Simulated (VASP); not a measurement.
Here is a VASP 6.6.1 calculation.

The input INCAR:

```
PREC = Accurate
ENCUT = 520
EDIFF = 1E-6
ISMEAR = -1
SIGMA = 0.05
LREAL = F
LASPH = T
NELM = 150
ALGO = Normal
ISIF = 2
LWAVE = F
LCHARG = F
ISPIN = 2
MAGMOM = 1 1 1 0
LORBIT = 11
LMAXMIX = 4
GGA = CA
NBANDS = 29
```

Contents of KPOINTS:

```
Automatic mesh
0
Gamma
  8 8 8
```

File POSCAR:

```
SiNi3
1.0
    3.4696939971      0.0000000000      0.0000000000
    0.0000000000      3.4696939971      0.0000000000
    0.0000000000      0.0000000000      3.4696939971
Ni Si
3 1
Direct
    0.5000000000      0.5000000000      0.0000000000
    0.5000000000      0.0000000000      0.5000000000
    0.0000000000      0.5000000000      0.5000000000
    0.0000000000      0.0000000000      0.0000000000
```

Potentials or basis: VASP PAW LDA potentials, release 64 (Ni, Si).

Launch:

```sh
$ cat potpaw_LDA.64/Ni/POTCAR potpaw_LDA.64/Si/POTCAR > POTCAR
$ mpirun -np 1 vasp_std > vasp.out
```

Task: Estimate the pressure.

Result: -8.3 GPa.

Task: Estimate the net moment.

Result: 0.00 μB per cell.

Task: Estimate the band gap on the k mesh.

Result: Zero (filled and empty bands overlap).

Caveat: the cell stands under tension.
